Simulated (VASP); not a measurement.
Runs of VASP 6.6.1 on TiS2. The structure is that of space group P-3m1 (No. 164), or close to it. The cells are those of the table. 

```tsv
task	level	potentials or basis	cell	cutoff (eV)	gap on the mesh (eV)	pressure (GPa)	relaxed volume (Å³/atom)	largest force (eV/Å)
single point	PBE+D3(BJ)	VASP PAW PBE potentials, release 64 (Ti_sv, S)	a = 3.361, b = 3.361, c = 5.505 Å, angles 90.0, 90.0, 120.0°, 3 atoms	500	none	0.0	-	-
single point	PBE+D4	VASP PAW PBE potentials, release 64 (Ti_sv, S)	a = 3.378, b = 3.378, c = 5.619 Å, angles 90.0, 90.0, 120.0°, 3 atoms	500	none	0.0	-	-
single point	r2SCAN+rVV10	VASP PAW PBE potentials, release 64 (Ti_sv, S)	a = 3.411, b = 3.411, c = 5.739 Å, angles 90.0, 90.0, 120.0°, 3 atoms	550	0.15	0.2	-	0.02
single point	r2SCAN	VASP PAW PBE potentials, release 64 (Ti_sv, S)	a = 3.411, b = 3.411, c = 5.739 Å, angles 90.0, 90.0, 120.0°, 3 atoms	550	0.16	1.1	-	0.03
single point	LDA	VASP PAW LDA potentials, release 64 (Ti_sv, S)	a = 3.411, b = 3.411, c = 5.739 Å, angles 90.0, 90.0, 120.0°, 3 atoms	500	none	-5.0	-	0.20
relaxation of cell and atoms	PBE+D4	VASP PAW PBE potentials, release 64 (Ti_sv, S)	relaxed from a = 3.361, b = 3.361, c = 5.505 Å, angles 90.0, 90.0, 120.0°, 3 atoms	500	none	0.0	(a)	-
relaxation of cell and atoms	PBE+D3(BJ)	VASP PAW PBE potentials, release 64 (Ti_sv, S)	relaxed from a = 3.884, b = 3.884, c = 6.074 Å, angles 90.0, 90.0, 120.0°, 3 atoms	500	none	0.0	(b)	-
single point	PBE	VASP PAW PBE potentials, release 64 (Ti_sv, S)	a = 3.411, b = 3.411, c = 5.739 Å, angles 90.0, 90.0, 120.0°, 3 atoms	500	none	1.5	-	0.11
```

Alike in all rows: no spin polarisation; k mesh 12 × 12 × 4; smearing fermi-dirac 0.02 eV.

Fill in the values left out.

(a) 18.47; (b) 17.95.

Caveats: pairwise dispersion overbinds metals, which lowers pressure and volume (some runs); the PAW data sets were made with another functional, which shifts forces and pressure a little (some runs); the volume moved by over 15 % at a fixed basis, so the end points are rough (some runs); this functional lacks dispersion, which binds the layers, so the pressure and a relaxed spacing across them are unreliable (some runs).

A k mesh can miss the band edges.

A gap of «none» marks levels without a gap at the run's occupations.
